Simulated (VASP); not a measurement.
# SnO (P1) in VASP: single point with PBE

Aim: the single point of SnO with PBE.

Everything below comes from runs of VASP 6.6.1. Logs are shortened: lines on timing, memory, paths and dates and some standing lists are left out, and cuts for length are marked.

**1. The cell of the first run**

The typed cell holds 8 atoms: a = 3.884 Å, b = 3.870 Å, c = 10.271 Å, α = 91.12°, β = 90.86°, γ = 89.31°.

**2. Single point, PBE (atoms moved at random and the cell strained at random)**

INCAR reads:

```
SYSTEM = SnO
PREC = Accurate ; ENCUT = 520
EDIFF = 1E-6 ; ISMEAR = 0
SIGMA = 0.02 ; LREAL = .FALSE.
LASPH = .TRUE. ; NELM = 60
ALGO = Normal ; ISIF = 2
LWAVE = .FALSE. ; LCHARG = .TRUE.
GGA = PE ; LELF = .TRUE.
LVHAR = .TRUE. ; NBANDS = 50
```

KPOINTS reads:

```
Automatic mesh
0
G
  6 6 4
  0 0 0
```

POSCAR reads:

```
SnO
1.0
    2.7626985156     -2.7298174925     -0.0291122843
    2.7525849748      2.7197072172     -0.0377131518
   -0.1247915414     -0.0160562955     10.2705592600
Sn O
4 4
Direct
    0.7355854614      0.2633795672      0.8633106553
    0.2739015173      0.7440484090      0.1349487425
    0.7572459698      0.2368651919      0.3670846305
    0.2410313243      0.7817785168      0.6349171530
    0.2718761633      0.2465292227      0.2467669246
    0.7431773681      0.7823784534      0.7491064042
    0.2215019945      0.2758207736      0.7494336474
    0.7780204891      0.7599118483      0.2534839953
```

Potentials or basis: VASP PAW PBE potentials, release 64 (Sn_d, O).

Launch:

```
> cat potpaw_PBE.64/Sn_d/POTCAR potpaw_PBE.64/O/POTCAR > POTCAR
> mpirun -np 1 vasp_std > vasp.out
```

OUTCAR:

```text
SYSTEM = SnO
   PREC = Accurate
   ENCUT = 520
   EDIFF = 1E-6
   ISMEAR = 0
   LREAL = .FALSE.
   LASPH = .TRUE.
   NELM = 60
   ISIF = 2
   GGA = PE

 ion  position               nearest neighbor table
   1  0.736  0.263  0.863-   6 2.18   7 2.24   7 2.30   6 2.35   4 3.53   4 3.57   4 3.63   4 3.71

   2  0.274  0.744  0.135-   5 2.24   5 2.26   8 2.29   8 2.29   3 3.55   3 3.61   3 3.64   3 3.74

   3  0.757  0.237  0.367-   8 2.17   5 2.24   8 2.36   5 2.37   2 3.55   2 3.61   2 3.64   2 3.74

   4  0.241  0.782  0.635-   7 2.23   6 2.26   6 2.28   7 2.31   1 3.53   1 3.57   1 3.63   1 3.71

   5  0.272  0.247  0.247-   3 2.24   2 2.24   2 2.26   3 2.37
   6  0.743  0.782  0.749-   1 2.18   4 2.26   4 2.28   1 2.35
   7  0.222  0.276  0.749-   4 2.23   1 2.24   1 2.30   4 2.31
   8  0.778  0.760  0.253-   3 2.17   2 2.29   2 2.29   3 2.36

  LATTYP: Found a triclinic cell.
 ALAT       =     3.8697485283
 B/A-ratio  =     1.4082416058
 C/A-ratio  =     2.6542628910
 COS(alpha) =     0.0031188179
 COS(beta)  =     0.0194855931
 COS(gamma) =     0.7015056038

  Lattice vectors:

 A1 = (  -2.7525849748,  -2.7197072172,   0.0377131518)
 A2 = (   0.0101135408,  -5.4495247097,   0.0086008675)
 A3 = (  -0.1247915414,  -0.0160562955,  10.2705592600)

Analysis of symmetry for initial positions (statically):
=====================================================================
 Subroutine PRICEL returns:
 Original cell was already a primitive cell.

 Routine SETGRP: Setting up the symmetry group for a
 triclinic supercell.

 Subroutine GETGRP returns: Found  1 space group operations
 (whereof  1 operations were pure point group operations)
 out of a pool of  2 trial point group operations.

The static configuration has the point symmetry C_1 .

Analysis of symmetry for dynamics (positions and initial velocities):
=====================================================================
 Subroutine PRICEL returns:
 Original cell was already a primitive cell.

 Routine SETGRP: Setting up the symmetry group for a
 triclinic supercell.

 Subroutine GETGRP returns: Found  1 space group operations
 (whereof  1 operations were pure point group operations)
 out of a pool of  2 trial point group operations.

The dynamic configuration has the point symmetry C_1 .

 Subroutine INISYM returns: Found  1 space group operations
 (whereof  1 operations are pure point group operations),
 and found     1 'primitive' translations

----------------------------------------------------------------------------------------

                                     Primitive cell

  volume of cell :     154.3206

  direct lattice vectors                    reciprocal lattice vectors
     2.762698516 -2.729817493 -0.029112284     0.181001756 -0.183163309  0.001912901
     2.752584975  2.719707217 -0.037713152     0.181681582  0.183843354  0.002494915
    -0.124791541 -0.016056296 10.270559260     0.001180185  0.000155883  0.097380265

  length of vectors
     3.883974016  3.869748528 10.271329916     0.257515228  0.258481722  0.097387541

  position of ions in fractional coordinates (direct lattice)
     0.735585461  0.263379567  0.863310655
     0.273901517  0.744048409  0.134948743
     0.757245970  0.236865192  0.367084631
     0.241031324  0.781778517  0.634917153
     0.271876163  0.246529223  0.246766925
     0.743177368  0.782378453  0.749106404
     0.221501995  0.275820774  0.749433647
     0.778020489  0.759911848  0.253483995

  ion indices of the primitive-cell ions
   primitive index   ion index
                 1           1
                 2           2
                 3           3
                 4           4
                 5           5
                 6           6
                 7           7
                 8           8

----------------------------------------------------------------------------------------

 KPOINTS: Automatic mesh

Automatic generation of k-mesh.
 Grid dimensions read from file:
 generate k-points for:    6    6    4

 Generating k-lattice:

  Cartesian coordinates                     Fractional coordinates (reciprocal lattice)
     0.030166959 -0.030527218  0.000318817     0.166666667  0.000000000 -0.000000000
     0.030280264  0.030640559  0.000415819    -0.000000000  0.166666667  0.000000000
     0.000295046  0.000038971  0.024345066     0.000000000  0.000000000  0.250000000

  Length of vectors
     0.042919205  0.043080287  0.024346885

  Shift w.r.t. Gamma in fractional coordinates (k-lattice)
     0.000000000  0.000000000  0.000000000

 Subroutine IBZKPT returns following result:
 ===========================================

 Found     76 irreducible k-points:

 Following reciprocal coordinates:
            Coordinates               Weight
  0.000000  0.000000  0.000000      1.000000
  0.166667  0.000000  0.000000      2.000000
  0.333333  0.000000  0.000000      2.000000
  0.500000  0.000000  0.000000      1.000000
 -0.000000  0.166667  0.000000      2.000000
  0.166667  0.166667  0.000000      2.000000
[... 16 lines left out ...]
  0.333333  0.000000  0.250000      2.000000
  0.500000  0.000000  0.250000      2.000000
 [... further k-points ...]
   k-points           NKPTS =     76   k-points in BZ     NKDIM =     76   number of bands    NBANDS=     50
   number of dos      NEDOS =    301   number of ions     NIONS =      8
   total plane-waves  NPLWV =  72000
   dimension x,y,z NGX =    30 NGY =   30 NGZ =   80
   dimension x,y,z NGXF=    60 NGYF=   60 NGZF=  160
   ions per type =               4   4
   NGX,Y,Z   is equivalent  to a cutoff of  12.84, 12.89, 12.95 a.u.
   NGXF,Y,Z  is equivalent  to a cutoff of  25.68, 25.78, 25.90 a.u.
 SYSTEM =  SnO
   PREC   = accura    normal or accurate (medium, high low for compatibility)
   ISTART =      0    job   : 0-new  1-cont  2-samecut
   ICHARG =      2    charge: 1-file 2-atom 10-const
   ISPIN  =      1    spin polarized calculation?
   LNONCOLLINEAR =      F non collinear calculations
   LSORBIT =      F    spin-orbit coupling
   LASPH  =      T    aspherical Exc in radial PAW
   ENCUT  =  520.0 eV  38.22 Ry    6.18 a.u.   7.22  7.20 19.10*2*pi/ulx,y,z
   NELM   =     60;   NELMIN=  2; NELMDL= -5     # of ELM steps
   EDIFF  = 0.1E-05   stopping-criterion for ELM
   LREAL  =      F    real-space projection
   EDIFFG = 0.1E-04   stopping-criterion for IOM
   NSW    =      0    number of steps for IOM
   IBRION =     -1    ionic relax: 0-MD 1-quasi-New 2-CG
   NFREE  =      0    steps in history (QN), initial steepest desc. (CG)
   ISIF   =      2    stress and relaxation
   ISYM   =      2    0-nonsym 1-usesym 2-fastsym
   POTIM  = 0.5000    time-step for ionic-motion
   TEBEG  =    0.0;   TEEND  =   0.0 temperature during run
   PSTRESS=    0.0 pullay stress
   NELECT =      80.0000    total number of electrons
   NUPDOWN=      -1.0000    fix difference up-down
   EMIN   =  10.00;   EMAX   =-10.00  energy-range for DOS
   EFERMI =   0.00;   METHOD = LEGACY
   ISMEAR =     0;   SIGMA  =   0.02  broadening in eV -4-tet -1-fermi 0-gaus
   EFERMI_NEDOS =   21; number of points for ismear=-14 and -15
   IALGO  =     38    algorithm
   IMIX   =      4    mixing-type and parameters
     AMIX     =   0.40;   BMIX     =  1.00
     AMIX_MAG =   1.60;   BMIX_MAG =  1.00
  volume/ion in A,a.u.               =      19.29       130.18
  Fermi-wavevector in a.u.,A,eV,Ry     =   1.315114  2.485206 23.531622  1.729525
  Thomas-Fermi vector in A             =   2.445320
   LORBIT       =      0    0 simple, 1 ext, 2 COOP (PROOUT), +10 PAW based schemes
   GGA     = PE    functional components
   LHFCALC =     F    Hartree Fock is set to
   AEXX    =    0.0000 exact exchange contribution
   IVDW    =     0    specifies the selected vdW correction
   LEPSILON=     F    determine dielectric tensor
   LRPA    =     F    only Hartree local field effects (RPA)
 non-spin polarized calculation
 Gauss-broadening in eV      SIGMA  =   0.02
  energy-cutoff  :      520.00
  volume of cell :      154.32
 maximum number of plane-waves:      4174
 NGX is ok and might be reduce to    30
   NGX = 15   NGY = 15   NGZ = 39

 number of electron      80.0000001 magnetization

 Free energy of the ion-electron system (eV)
  ---------------------------------------------------
  ext. energy  EPLUGINS =         0.00000000
  ---------------------------------------------------
  free energy    TOTEN  =       -45.32974641 eV

  energy without entropy =      -45.32974641  energy(sigma->0) =      -45.32974641

 E-fermi :   6.0831     XC(G=0):  -9.7352

 val. band max:        5.9255098897   @ k =   0.0000   0.0000   0.0000
 cond. band min:       6.3837476819   @ k =   0.5000   0.5000   0.0000
 fundamental gap:      0.4582377922
 Fermi energy:         6.0830988698

 k-point     1 :       0.0000    0.0000    0.0000
  band No.  band energies     occupation
      1     -15.7907      2.00000
      2     -15.7375      2.00000
      3     -15.4644      2.00000
      4     -15.4535      2.00000
      5     -15.4434      2.00000
      6     -15.4362      2.00000
[... 42 lines left out ...]
     49      11.2915      0.00000
     50      11.4651      0.00000

 k-point     2 :       0.1667    0.0000    0.0000
  band No.  band energies     occupation
      1     -15.7788      2.00000
      2     -15.7275      2.00000
      3     -15.4793      2.00000
      4     -15.4620      2.00000
      5     -15.4540      2.00000
      6     -15.4377      2.00000
[... 42 lines left out ...]
     49      11.0511      0.00000
     50      11.6432      0.00000

 k-point     3 :       0.3333    0.0000    0.0000
  band No.  band energies     occupation
      1     -15.7459      2.00000
      2     -15.6991      2.00000
      3     -15.5842      2.00000
      4     -15.5496      2.00000
      5     -15.4503      2.00000
      6     -15.4384      2.00000
[... 1102 lines left out ...]
     49      11.6030      0.00000
     50      11.9698      0.00000

 k-point    24 :       0.5000    0.0000    0.2500
  band No.  band energies     occupation
      1     -15.7000      2.00000
      2     -15.6671      2.00000
      3     -15.6595      2.00000
      4     -15.6240      2.00000
      5     -15.4514      2.00000
      6     -15.4418      2.00000
[... 42 lines left out ...]
     49      11.8530      0.00000
     50      11.9455      0.00000

 [... further k-points ...]

------------------------ aborting loop because EDIFF is reached ----------------------------------------

  FORCE on cell =-STRESS in cart. coord.  units (eV):
  Direction    XX          YY          ZZ          XY          YZ          ZX
  --------------------------------------------------------------------------------------
  -------------------------------------------------------------------------------------
  Total       -1.5447135     -0.0116865     -1.4664883      0.6143317      0.5694719      1.4514644
  in kB      -16.0374195     -0.1213309    -15.2252745      6.3780726      5.9123320     15.0692946
  external PRESSURE =     -10.4613416 kB  Pullay stress =       0.0000000 kB

 VOLUME and BASIS-vectors are now :
 -----------------------------------------------------------------------------
  energy-cutoff  :      520.00
  volume of cell :      154.32
      direct lattice vectors                 reciprocal lattice vectors
     2.762698516 -2.729817493 -0.029112284     0.181001756 -0.183163309  0.001912901
     2.752584975  2.719707217 -0.037713152     0.181681582  0.183843354  0.002494915
    -0.124791541 -0.016056296 10.270559260     0.001180185  0.000155883  0.097380265

 POSITION                                       TOTAL-FORCE (eV/Angst)
 -----------------------------------------------------------------------------------
      2.64944     -1.30556      8.83534         0.268512      0.211279     -0.072354
      2.78792      1.27373      1.34996        -0.102181      0.073447      0.381041
      2.69822     -1.42883      3.73919         0.413390      0.123698     -0.450295
      2.73858      1.45804      6.48445        -0.233611     -0.067693      0.211051
      1.39891     -0.07565      2.51722         0.144174      0.152887      0.268821
      4.11326      0.08707      7.64260        -0.434986     -0.010601     -0.110465
      1.27764      0.13346      7.68025         0.413366     -0.256558     -0.021909
      4.20953     -0.06119      2.55211        -0.468663     -0.226460     -0.205890
 -----------------------------------------------------------------------------------
    total drift:                                0.000456     -0.000164      0.000524

  FREE ENERGIE OF THE ION-ELECTRON SYSTEM (eV)
  ---------------------------------------------------
  free  energy   TOTEN  =       -45.3297464094 eV

  energy  without entropy=      -45.3297464094  energy(sigma->0) =      -45.32974641
```

It took 10 min on 1 thread of Intel Xeon Platinum 8259CL at 2.50GHz (Skylake/Cascade Lake), shared host; peak memory 0.54 GiB.

What came out:

```yaml
Free_energy: -45.3297 eV
Pressure: -1.0 GPa
Largest_force: 0.624 eV/Å
Band_gap_on_the_k_mesh: 0.46 eV (least direct gap 1.80 eV)
```

Forces in eV/Å, atoms in the order of the input:
```
Sn   0.269  0.211 -0.072
Sn  -0.102  0.073  0.381
Sn   0.413  0.124 -0.450
Sn  -0.234 -0.068  0.211
O    0.144  0.153  0.269
O   -0.435 -0.011 -0.110
O    0.413 -0.257 -0.022
O   -0.469 -0.226 -0.206
```

Caveat: the cell differs from its parent crystal (atoms moved at random and the cell strained at random); semilocal functionals underestimate gaps, and a narrow one can read as zero; spin-orbit coupling is left out, which moves the levels of the heavy elements.
